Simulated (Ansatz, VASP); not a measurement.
# C in VASP and in Ansatz

```
CELL_PARAMETERS angstrom
2.45598 0.00000 0.00000
-1.22799 2.12694 0.00000
0.00000 0.00000 7.02754
ATOMIC_POSITIONS crystal
C 0.00000 0.00000 0.00000
C 0.33333 0.66667 0.00000
C 0.00000 0.00000 0.50000
C 0.66667 0.33333 0.50000
```

Alike in both runs: functional r2SCAN; k mesh 12 × 12 × 4; occupations gaussian, width 0.05 eV; no spin polarisation.

Ansatz relaxed the structure, and its values are those at the end. VASP's run is a single point on that final structure, the one shown.

|  | VASP | Ansatz |
| --- | --- | --- |
| version | VASP 6.6.1 | Ansatz 0.2.0 |
| potentials or method | VASP PAW PBE potentials, release 64 (C) | scalar-relativistic, plane waves, PAW |
| plane-wave cutoff (eV) | 520 | 500 |
| valence electrons in the cell | 16 | 16 |

|  | VASP | Ansatz | Ansatz less VASP |
| --- | --- | --- | --- |
| gap on the k mesh at the Fermi level (eV) | none | none | - |
| pressure (GPa) | 0.7 | 0.0 | -0.65 |

VASP's potentials were made for PBE, not for r2SCAN. A gap of «none» marks a metal or a gap that the smearing closes. The functional is the same, so the differences come from potentials, cutoffs and numerics.
